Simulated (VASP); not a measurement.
# CuO (C2/c) in VASP: further runs

Aim: see how the results for CuO move with the level of theory and the settings. Levels: LDA, PBE, r2SCAN+D4. Tasks: relaxation of cell and atoms, single point.

Program: VASP 6.6.1. These are calculated values, not measurements. Logs are shortened: lines on timing, memory, paths and dates and some standing lists are left out, and cuts for length are marked.

## (1) The cell of the first run

Symmetry: C2/c, No. 15, monoclinic system. The conventional cell has a = 4.684 Å, b = 3.423 Å, c = 5.129 Å, α = 90.00°, β = 99.54°, γ = 90.00°. Within 2.6 Å of Cu (site symmetry -1) lie 4 O at 1.95 to 1.96 Å. Within 3.0 Å of O (site symmetry 2) lie 6 Cu at 1.95 to 2.78 Å and 6 O at 2.62 to 2.90 Å.

## (2) Relaxation of cell and atoms, LDA

The input, INCAR:

```
PREC = Accurate
ENCUT = 600
EDIFF = 1E-6
ISMEAR = -1
SIGMA = 0.05
LREAL = F
LASPH = T
NELM = 80
ALGO = Normal
ISIF = 3
LWAVE = F
LCHARG = F
IBRION = 2
NSW = 60
EDIFFG = -0.01
```

The input, KPOINTS:

```
Automatic mesh
0
Gamma
  10 10 5
```

The input, POSCAR:

```
CuO
1.0
    2.3418500000     -1.7113000000      0.0000000000
    2.3418500000      1.7113000000      0.0000000000
   -0.8500274268      0.0000000000      5.0578693947
Cu O
2 2
Direct
    0.5000000000      0.0000000000      0.5000000000
    0.0000000000      0.5000000000      0.0000000000
    0.4184000000      0.5816000000      0.7500000000
    0.5816000000      0.4184000000      0.2500000000
```

Potentials or basis: VASP PAW LDA potentials, release 64 (Cu, O).

On the command line:

```sh
> cat potpaw_LDA.64/Cu/POTCAR potpaw_LDA.64/O/POTCAR > POTCAR
> mpirun -np 1 vasp_std > vasp.out
```

OUTCAR:

```text
PREC = Accurate
   ENCUT = 600
   EDIFF = 1E-6
   ISMEAR = -1
   LREAL = F
   LASPH = T
   NELM = 80
   ISIF = 3
   IBRION = 2
   NSW = 60
   EDIFFG = -0.01

 ion  position               nearest neighbor table
   1  0.500  0.000  0.500-   3 1.95   4 1.95   4 1.96   3 1.96
   2  0.000  0.500  0.000-   4 1.95   3 1.95   4 1.96   3 1.96
   3  0.418  0.582  0.750-   2 1.95   1 1.95   2 1.96   1 1.96
   4  0.582  0.418  0.250-   1 1.95   2 1.95   2 1.96   1 1.96

  LATTYP: Found a base centered monoclinic cell.
 ALAT       =     4.6837000000
 B/A-ratio  =     0.7307470589
 C/A-ratio  =     1.0950317057
 COS(beta)  =    -0.1657361228

  Lattice vectors:

 A1 = (   2.3418500000,  -1.7113000000,   0.0000000000)
 A2 = (   2.3418500000,   1.7113000000,   0.0000000000)
 A3 = (  -0.8500274268,   0.0000000000,   5.0578693947)

Analysis of symmetry for initial positions (statically):
=====================================================================
 Subroutine PRICEL returns:
 Original cell was already a primitive cell.

 Routine SETGRP: Setting up the symmetry group for a
 base centered monoclinic supercell.

 Subroutine GETGRP returns: Found  4 space group operations
 (whereof  2 operations were pure point group operations)
 out of a pool of  4 trial point group operations.

The static configuration has the point symmetry S_2 .
 The point group associated with its full space group is C_2h.

Analysis of symmetry for dynamics (positions and initial velocities):
=====================================================================
 Subroutine PRICEL returns:
 Original cell was already a primitive cell.

 Routine SETGRP: Setting up the symmetry group for a
 base centered monoclinic supercell.

 Subroutine GETGRP returns: Found  4 space group operations
 (whereof  2 operations were pure point group operations)
 out of a pool of  4 trial point group operations.

The dynamic configuration has the point symmetry S_2 .
 The point group associated with its full space group is C_2h.

 Subroutine INISYM returns: Found  4 space group operations
 (whereof  2 operations are pure point group operations),
 and found     1 'primitive' translations

----------------------------------------------------------------------------------------

                                     Primitive cell

  volume of cell :      40.5399

  direct lattice vectors                    reciprocal lattice vectors
     2.341850000 -1.711300000  0.000000000     0.213506416 -0.292175539  0.035881968
     2.341850000  1.711300000  0.000000000     0.213506416  0.292175539  0.035881968
    -0.850027427  0.000000000  5.057869395     0.000000000  0.000000000  0.197711709

  length of vectors
     2.900484289  2.900484289  5.128800000     0.363646877  0.363646877  0.197711709

  position of ions in fractional coordinates (direct lattice)
     0.500000000  0.000000000  0.500000000
     0.000000000  0.500000000  0.000000000
     0.418400000  0.581600000  0.750000000
     0.581600000  0.418400000  0.250000000

  ion indices of the primitive-cell ions
   primitive index   ion index
                 1           1
                 2           2
                 3           3
                 4           4

----------------------------------------------------------------------------------------

 KPOINTS: Automatic mesh

Automatic generation of k-mesh.
 Grid dimensions read from file:
 generate k-points for:   10   10    5

 Generating k-lattice:

  Cartesian coordinates                     Fractional coordinates (reciprocal lattice)
     0.021350642 -0.029217554  0.003588197     0.100000000  0.000000000  0.000000000
     0.021350642  0.029217554  0.003588197     0.000000000  0.100000000  0.000000000
     0.000000000  0.000000000  0.039542342     0.000000000  0.000000000  0.200000000

  Length of vectors
     0.036364688  0.036364688  0.039542342

  Shift w.r.t. Gamma in fractional coordinates (k-lattice)
     0.000000000  0.000000000  0.000000000

 Subroutine IBZKPT returns following result:
 ===========================================

 Found    141 irreducible k-points:

 Following reciprocal coordinates:
            Coordinates               Weight
  0.000000  0.000000  0.000000      1.000000
  0.100000 -0.000000  0.000000      4.000000
  0.200000 -0.000000  0.000000      4.000000
  0.300000 -0.000000  0.000000      4.000000
  0.400000 -0.000000  0.000000      4.000000
  0.500000 -0.000000  0.000000      2.000000
[... 16 lines left out ...]
  0.300000  0.300000  0.000000      2.000000
  0.400000  0.300000  0.000000      4.000000
 [... further k-points ...]
   k-points           NKPTS =    141   k-points in BZ     NKDIM =    141   number of bands    NBANDS=     21
   number of dos      NEDOS =    301   number of ions     NIONS =      4
   total plane-waves  NPLWV =  24192
   dimension x,y,z NGX =    24 NGY =   24 NGZ =   42
   dimension x,y,z NGXF=    48 NGYF=   48 NGZF=   84
   ions per type =               2   2
   NGX,Y,Z   is equivalent  to a cutoff of  13.76, 13.76, 13.61 a.u.
   NGXF,Y,Z  is equivalent  to a cutoff of  27.51, 27.51, 27.23 a.u.
 SYSTEM =  unknown system
   PREC   = accura    normal or accurate (medium, high low for compatibility)
   ISTART =      0    job   : 0-new  1-cont  2-samecut
   ICHARG =      2    charge: 1-file 2-atom 10-const
   ISPIN  =      1    spin polarized calculation?
   LNONCOLLINEAR =      F non collinear calculations
   LSORBIT =      F    spin-orbit coupling
   LASPH  =      T    aspherical Exc in radial PAW
   ENCUT  =  600.0 eV  44.10 Ry    6.64 a.u.   5.79  5.79 10.24*2*pi/ulx,y,z
   NELM   =     80;   NELMIN=  2; NELMDL= -5     # of ELM steps
   EDIFF  = 0.1E-05   stopping-criterion for ELM
   LREAL  =      F    real-space projection
   EDIFFG = -.1E-01   stopping-criterion for IOM
   NSW    =     60    number of steps for IOM
   IBRION =      2    ionic relax: 0-MD 1-quasi-New 2-CG
   NFREE  =      1    steps in history (QN), initial steepest desc. (CG)
   ISIF   =      3    stress and relaxation
   ISYM   =      2    0-nonsym 1-usesym 2-fastsym
   POTIM  = 0.5000    time-step for ionic-motion
   TEBEG  =    0.0;   TEEND  =   0.0 temperature during run
   PSTRESS=    0.0 pullay stress
   NELECT =      34.0000    total number of electrons
   NUPDOWN=      -1.0000    fix difference up-down
   EMIN   =  10.00;   EMAX   =-10.00  energy-range for DOS
   EFERMI =   0.00;   METHOD = LEGACY
   ISMEAR =    -1;   SIGMA  =   0.05  broadening in eV -4-tet -1-fermi 0-gaus
   EFERMI_NEDOS =   21; number of points for ismear=-14 and -15
   IALGO  =     38    algorithm
   IMIX   =      4    mixing-type and parameters
     AMIX     =   0.40;   BMIX     =  1.00
     AMIX_MAG =   1.60;   BMIX_MAG =  1.00
  volume/ion in A,a.u.               =      10.13        68.39
  Fermi-wavevector in a.u.,A,eV,Ry     =   1.543856  2.917465 32.429379  2.383492
  Thomas-Fermi vector in A             =   2.649460
   LORBIT       =      0    0 simple, 1 ext, 2 COOP (PROOUT), +10 PAW based schemes
   GGA     = CA    functional components
   LHFCALC =     F    Hartree Fock is set to
   AEXX    =    0.0000 exact exchange contribution
   IVDW    =     0    specifies the selected vdW correction
   LEPSILON=     F    determine dielectric tensor
   LRPA    =     F    only Hartree local field effects (RPA)
 conjugate gradient relaxation of ions
 non-spin polarized calculation
  energy-cutoff  :      600.00
  volume of cell :       40.54
 maximum number of plane-waves:      1364
   NGX = 11   NGY = 11   NGZ = 21

--------------------------------------- Ionic step        1  -------------------------------------------

 number of electron      33.9999983 magnetization

 Free energy of the ion-electron system (eV)
  ---------------------------------------------------
  ext. energy  EPLUGINS =         0.00000000
  ---------------------------------------------------
  free energy    TOTEN  =       -23.15978717 eV

  energy without entropy =      -23.14042868  energy(sigma->0) =      -23.15010792

------------------------ aborting loop because EDIFF is reached ----------------------------------------

  FORCE on cell =-STRESS in cart. coord.  units (eV):
  Direction    XX          YY          ZZ          XY          YZ          ZX
  --------------------------------------------------------------------------------------
  -------------------------------------------------------------------------------------
  Total       -2.4945420     -1.3682201     -2.9586625      0.0000000      0.0000000      0.0562537
  in kB      -98.5867533    -54.0734036   -116.9292520      0.0000000      0.0000000      2.2232024
  external PRESSURE =     -89.8631363 kB  Pullay stress =       0.0000000 kB
[... 95 lines left out ...]
  FREE ENERGIE OF THE ION-ELECTRON SYSTEM (eV)
  ---------------------------------------------------
  free  energy   TOTEN  =       -23.2247580812 eV

  energy  without entropy=      -23.2060802233  energy(sigma->0) =      -23.21541915

[... ionic steps 4 to 56 ...]

--------------------------------------- Ionic step       57  -------------------------------------------

 number of electron      33.9999979 magnetization

------------------------ aborting loop because EDIFF is reached ----------------------------------------

  FORCE on cell =-STRESS in cart. coord.  units (eV):
  Direction    XX          YY          ZZ          XY          YZ          ZX
  --------------------------------------------------------------------------------------
  -------------------------------------------------------------------------------------
  Total       -0.0208456     -0.0286752     -0.0346420      0.0000000      0.0000000     -0.0096897
  in kB       -0.8104314     -1.1148278     -1.3468065      0.0000000      0.0000000     -0.3767151
  external PRESSURE =      -1.0906886 kB  Pullay stress =       0.0000000 kB
[... 61 lines left out ...]
  energy  without entropy=      -23.3127994146  energy(sigma->0) =      -23.32310898

--------------------------------------- Ionic step       59  -------------------------------------------

 number of electron      33.9999980 magnetization

 Free energy of the ion-electron system (eV)
  ---------------------------------------------------
  ext. energy  EPLUGINS =         0.00000000
  ---------------------------------------------------
  free energy    TOTEN  =       -23.33342404 eV

  energy without entropy =      -23.31280528  energy(sigma->0) =      -23.32311466

 E-fermi :   5.4960     XC(G=0): -12.2584

 val. band max:        5.4916703632   @ k =   0.5000   0.3000   0.4000
 cond. band min:       5.5160118921   @ k =  -0.3000   0.5000   0.4000
 fundamental gap:      0.0243415289
 Fermi energy:         5.4959707902

 k-point     1 :       0.0000    0.0000    0.0000
  band No.  band energies     occupation
      1     -14.6359      2.00000
      2     -13.0914      2.00000
      3      -3.3737      2.00000
      4      -0.4802      2.00000
      5      -0.4120      2.00000
      6       1.3356      2.00000
[... 550 lines left out ...]
      5      -0.9075      2.00000
      6      -0.4830      2.00000
[... 13 lines left out ...]
     20      11.0203      0.00000
     21      15.1437      0.00000

 [... further k-points ...]

------------------------ aborting loop because EDIFF is reached ----------------------------------------

  FORCE on cell =-STRESS in cart. coord.  units (eV):
  Direction    XX          YY          ZZ          XY          YZ          ZX
  --------------------------------------------------------------------------------------
  -------------------------------------------------------------------------------------
  Total        0.0283648      0.0184284      0.0253735      0.0000000      0.0000000     -0.0004262
  in kB        1.1035890      0.7169946      0.9872093      0.0000000      0.0000000     -0.0165832
  external PRESSURE =       0.9359310 kB  Pullay stress =       0.0000000 kB
[... 19 lines left out ...]
  FREE ENERGIE OF THE ION-ELECTRON SYSTEM (eV)
  ---------------------------------------------------
  free  energy   TOTEN  =       -23.3334240430 eV

  energy  without entropy=      -23.3128052804  energy(sigma->0) =      -23.32311466

 reached required accuracy - stopping structural energy minimisation
```

Run time: 24 min. Hardware: 1 thread of Intel Xeon 6975P-C (Granite Rapids), shared host; peak memory 0.27 GiB.

What came out:

- Free energy: -23.3334 eV
- Relaxed volume: 10.29 Å³/atom
- Relaxed cell: a = 2.854 Å, b = 2.854 Å, c = 5.057 Å, α = 90.43°, β = 90.43°, γ = 88.24°
- Space group after relaxing (to 0.1 Å): Cccm (No. 66)
- Energy gained by relaxing: 43.4 meV/atom
- Ionic steps: 59
- Pressure after relaxing: 0.1 GPa
- Largest force after relaxing: 0.008 eV/Å
- Band gap on the k mesh: zero (bands 17 and 18 overlap by 0.99 eV)

Forces on the atoms (eV/Å):
```
Cu   0.000  0.000  0.000
Cu   0.000  0.000  0.000
O    0.000 -0.008  0.000
O    0.000  0.008  0.000
```

Step by step:
| step | energy change (eV) | largest force (eV/Å) | pressure (GPa) | volume (Å³) |
| --- | --- | --- | --- | --- |
| 1 | 0.0000 | 0.4264 | -8.99 | 40.54 |
| 3 | -0.0650 | 0.2146 | 0.50 | 38.67 |
| 5 | -0.0715 | 0.1435 | 0.76 | 38.73 |
| 7 | -0.0840 | 0.0451 | 0.41 | 39.18 |
| 9 | -0.1104 | 0.0271 | -3.51 | 40.78 |
| 11 | -0.1299 | 0.0214 | -1.95 | 40.76 |
| 13 | -0.1429 | 0.0438 | 4.91 | 40.34 |
| 15 | -0.1588 | 0.0419 | 1.58 | 40.86 |
| 17 | -0.1616 | 0.0602 | 0.39 | 41.19 |
| 19 | -0.1668 | 0.0360 | -0.72 | 41.27 |
| 21 | -0.1678 | 0.0283 | -0.11 | 41.08 |
| 23 | -0.1679 | 0.0267 | 0.17 | 41.01 |
| 25 | -0.1682 | 0.0350 | 0.15 | 41.02 |
| 27 | -0.1689 | 0.0577 | -0.06 | 41.03 |
| 29 | -0.1699 | 0.0520 | 1.27 | 40.81 |
| 31 | -0.1702 | 0.0511 | 1.24 | 40.83 |
| 33 | -0.1715 | 0.0460 | 1.00 | 40.89 |
| 35 | -0.1722 | 0.0360 | 0.60 | 40.99 |
| 37 | -0.1728 | 0.0217 | -0.03 | 41.11 |
| 39 | -0.1730 | 0.0167 | -0.17 | 41.18 |
| 41 | -0.1732 | 0.0066 | -0.28 | 41.19 |
| 43 | -0.1733 | 0.0025 | 0.08 | 41.16 |
| 45 | -0.1733 | 0.0011 | 0.09 | 41.16 |
| 47 | -0.1734 | 0.0078 | -0.27 | 41.23 |
| 49 | -0.1734 | 0.0068 | -0.04 | 41.20 |
| 51 | -0.1734 | 0.0191 | 0.15 | 41.16 |
| 53 | -0.1734 | 0.0127 | 0.07 | 41.18 |
| 55 | -0.1736 | 0.0127 | 0.07 | 41.19 |
| 57 | -0.1736 | 0.0127 | -0.11 | 41.21 |
| 59 | -0.1736 | 0.0076 | 0.09 | 41.18 |

Final structure:
```
Cu O
1.0
     2.04392   -1.98703    0.14522
     2.04392    1.98703    0.14522
    -0.41060    0.00000    5.04055
Cu O
2 2
Direct
  0.50000 0.00000 0.50000
  0.00000 0.50000 0.00000
  0.49670 0.50330 0.75000
  0.50330 0.49670 0.25000
```

Caveat: semilocal functionals often make such compounds metallic where correlation or magnetic order opens a gap, which also shifts bond lengths. With open d or f shells a metallic result of LDA can be an artefact of self-interaction; +U or a hybrid may open a gap.

## (3) Relaxation of cell and atoms, PBE

The input, INCAR:

```
PREC = Accurate
ENCUT = 600
EDIFF = 1E-6
ISMEAR = -1
SIGMA = 0.05
LREAL = False
LASPH = True
NELM = 80
ALGO = Normal
ISIF = 3
LWAVE = False
LCHARG = False
GGA = PE
IBRION = 2
NSW = 60
EDIFFG = -0.01
```

The input, KPOINTS:

```
regular mesh
0
Gamma
  10 10 5
```

POSCAR is that of step 2.

Potentials or basis: VASP PAW PBE potentials, release 64 (Cu, O).

On the command line:

```sh
> cat potpaw_PBE.64/Cu/POTCAR potpaw_PBE.64/O/POTCAR > POTCAR
> mpirun -np 1 vasp_std > vasp.out
```

Run time: 22 min. Hardware: 1 thread of Intel Xeon 6975P-C (Granite Rapids), shared host; peak memory 0.28 GiB.

It converged, with:

```yaml
Free_energy: -19.7271 eV
Relaxed_volume: 11.20 Å³/atom
Relaxed_cell: a = 2.947 Å, b = 2.947 Å, c = 5.168 Å, α = 90.13°, β = 90.13°, γ = 86.95°
Space_group_after_relaxing_to_0.1_Å: Cccm (No. 66)
Energy_gained_by_relaxing: 47.8 meV/atom
Ionic_steps: 47
Pressure_after_relaxing: -0.1 GPa
Band_gap_on_the_k_mesh: zero (bands 17 and 18 overlap by 0.87 eV)
```

Forces on the atoms (eV/Å):
```
Cu   0.000  0.000  0.000
Cu   0.000  0.000  0.000
O    0.000  0.003  0.000
O    0.000 -0.003  0.000
```

The path:
```csv
step,energy change (eV),largest force (eV/Å),pressure (GPa),volume (Å³)
1,0.0000,0.2189,6.32,40.54
3,-0.0344,0.2877,-0.49,42.21
5,-0.0762,0.0536,0.15,42.86
7,-0.0797,0.0648,0.81,43.09
9,-0.1189,0.0052,-1.09,44.29
11,-0.1534,0.0425,-3.14,45.82
13,-0.1706,0.0373,0.09,44.99
15,-0.1783,0.0324,-0.26,45.09
17,-0.1827,0.0244,0.81,44.31
19,-0.1871,0.0285,0.24,44.65
21,-0.1875,0.0370,-0.27,44.78
23,-0.1877,0.0413,-0.49,44.88
25,-0.1887,0.0497,-0.49,44.91
27,-0.1901,0.0458,0.06,44.75
29,-0.1901,0.0440,0.16,44.72
31,-0.1903,0.0313,0.18,44.73
33,-0.1906,0.0068,-0.17,44.82
35,-0.1907,0.0102,-0.13,44.82
37,-0.1907,0.0405,0.30,44.70
39,-0.1909,0.0247,0.12,44.75
41,-0.1911,0.0015,0.05,44.74
43,-0.1912,0.0023,-0.21,44.85
45,-0.1913,0.0025,-0.15,44.82
47,-0.1913,0.0030,-0.05,44.81
```

Final structure:
```xyz
4
Lattice="2.1319 -2.0274 0.1655 2.1319 2.0274 0.1655 -0.4161 0.0000 5.1514" Properties=species:S:1:pos:R:3 pbc="T T T"
Cu    0.8579   -1.0137    2.6585
Cu    1.0660    1.0137    0.0828
O     1.8198    0.0026    4.0291
O     2.0279   -0.0026    1.4534
```

Levels at points of the mesh, in eV from the Fermi level:
```csv
k point,band 14,band 15,band 16,band 17,band 18,band 19,band 20,band 21
"(0.00, 0.00, 0.00)",-2.32,-2.25,-1.86,0.62,0.74,1.41,6.13,7.27
"(0.50, 0.00, 0.00)",-1.84,-1.54,-1.46,0.23,0.48,3.77,5.88,6.41
"(0.50, 0.50, 0.00)",-2.29,-1.58,-1.19,-1.15,1.13,2.24,7.24,9.35
```

Caveat: semilocal functionals often make such compounds metallic where correlation or magnetic order opens a gap, which also shifts bond lengths. With open d or f shells a metallic result of PBE can be an artefact of self-interaction; +U or a hybrid may open a gap.

[end of part 1 of 2]

The gap in the log of VASP goes by the Fermi energy; the results here count the filled bands.